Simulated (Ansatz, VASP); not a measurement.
# One calculation of CuAu, two programs

```
Cu Au
1.0
     2.85070    0.00000    0.00000
     0.00000    2.85070    0.00000
     0.00000    0.00000    3.58161
Cu Au
1 1
Direct
  0.50000 0.50000 0.50000
  0.00000 0.00000 0.00000
```

Alike in both runs: task electric field gradients; functional r2SCAN; k mesh 12 × 12 × 9; occupations fermi-dirac, width 0.05 eV; no spin polarisation.

```csv
,VASP,Ansatz
version,VASP 6.6.1,Ansatz 0.2.0
potentials or method,"VASP PAW PBE potentials, release 64 (Cu, Au)","PAW with Ansatz's default frozen-core files, scalar-relativistic"
plane-wave cutoff (eV),520,500
valence electrons in the cell,22,38
```

VASP gave:

```
pressure (GPa)                                                : 0.2
traceless stress, the component that is largest in VASP (GPa) : -0.41
size of Vzz on the site where it differs most (V/Å²)          : 74.3
```

Question: What did Ansatz give for the same quantities?

Answer: Pressure (GPa): -0.2; traceless stress, the component that is largest in VASP (GPa): -0.41; size of Vzz on the site where it differs most (V/Å²): 65.4.

VASP's potentials were made for PBE, not for r2SCAN. The functional is the same, so the differences come from potentials, cutoffs and numerics. VASP's potentials hold 22 valence electrons a cell and Ansatz's 38, so a difference there can come from the potentials and not from the codes.

Spin-orbit coupling is off throughout.
